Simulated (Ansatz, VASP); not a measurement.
**One calculation of AlN, two programs**

INCAR

```
  PREC = Accurate
  ENCUT = 520
  EDIFF = 1E-6
  ISMEAR = 0
  SIGMA = 0.02
  LREAL = F
  LASPH = T
  NELM = 60
  ALGO = Normal
  ISIF = 2
  LWAVE = F
  LCHARG = F
  GGA = PE
  NBANDS = 16
```

File KPOINTS:

```
regular mesh
0
Gamma
  9 9 6
```

Contents of POSCAR:

```
AlN
1.0
    3.3847504400      0.0000000000      0.0000000000
   -1.6923752200      2.9312798666      0.0000000000
    0.0000000000      0.0000000000      3.9025155866
Al N
2 2
Direct
    0.3333333300      0.6666666700      0.7500000000
    0.6666666700      0.3333333300      0.2500000000
    0.3333333300      0.6666666700      0.2500000000
    0.6666666700      0.3333333300      0.7500000000
```

Input for Ansatz:

```yaml
crystal:
  lattice:
    - [3.38475044, 0.0, 0.0]
    - [-1.69237522, 2.9312798666, 0.0]
    - [0.0, 0.0, 3.9025155866]
  atoms:
    - { symbol: Al, position: [0.33333333, 0.66666667, 0.75] }
    - { symbol: Al, position: [0.66666667, 0.33333333, 0.25] }
    - { symbol: "N", position: [0.33333333, 0.66666667, 0.25] }
    - { symbol: "N", position: [0.66666667, 0.33333333, 0.75] }
basis:
  ecutwfc: 420
kpoints:
  mp_grid: { grid: [9, 9, 6] }
hamiltonian:
  xc: pbe
scf:
  occupations: { method: gaussian, width: 0.02 }
output:
  forces: true
  stress: true
  eigenvalues: true
```

Alike in both runs: task single point; functional PBE; k mesh 9 × 9 × 6; occupations gaussian, width 0.02 eV; no spin polarisation.

|  | VASP | Ansatz |
| --- | --- | --- |
| version | VASP 6.6.1 | Ansatz 0.2.0 |
| potentials or method | VASP PAW PBE potentials, release 64 (Al, N), cutoff 520 eV | scalar-relativistic, plane waves, PAW |
| valence electrons in the cell | 16 | 16 |

```tsv
	VASP	Ansatz	Ansatz less VASP
gap on the k mesh at the Fermi level (eV)	3.72	3.71	-0.010
least direct gap on the mesh (eV)	3.72	3.71	-0.010
pressure (GPa)	6.6	6.9	+0.26
traceless stress, the component that is largest in VASP (GPa)	14.21	14.11	-0.094
```
